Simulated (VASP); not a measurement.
Wanted: the native input for a VASP 6.6.1 run.

| Item | Value |
| --- | --- |
| Task | single point |
| Functional | PBE |
| Potentials or basis | VASP PAW PBE potentials, release 64 (Ag) |
| Cutoff | 520 eV |
| k mesh | 16 × 16 × 16 |
| Occupations | fermi-dirac, width 0.08 eV |
| Spin | no spin polarisation |
| Dipole correction | no |
| Further INCAR settings | ALGO = Normal; EDIFF = 1e-06; NBANDS = 12 |

The structure of Ag lies in POSCAR:

```
Ag
1.0
    2.4192072676      0.0000000000      0.0000000000
    0.0000000000      2.4192072676      0.0000000000
    0.0000000000      0.0000000000      2.4192072676
Ag
1
Direct
    0.0000000000      0.0000000000      0.0000000000
```

This cell differs from its parent crystal: volume scaled by 0.68.

One way to write it, as run:

INCAR

```
ALGO = Normal ; EDIFF = 1E-6
ENCUT = 520 ; GGA = PE
ISIF = 2 ; ISMEAR = -1
LASPH = T ; LCHARG = F
LREAL = F ; LWAVE = F
NBANDS = 12 ; NELM = 60
PREC = Accurate ; SIGMA = 0.08
```

KPOINTS

```
k-points
0
Gamma
  16 16 16
```

Potentials or basis: VASP PAW PBE potentials, release 64 (Ag).

Command:

```console
$ cat potpaw_PBE.64/Ag/POTCAR > POTCAR
$ mpirun -np 1 vasp_std > vasp.out
```

Results of the run:

| Property | Result |
| --- | --- |
| Pressure | 75.4 GPa |

It took 12 s on 1 thread of Intel Xeon 6975P-C, with other jobs on the host, peak memory 0.14 GiB.
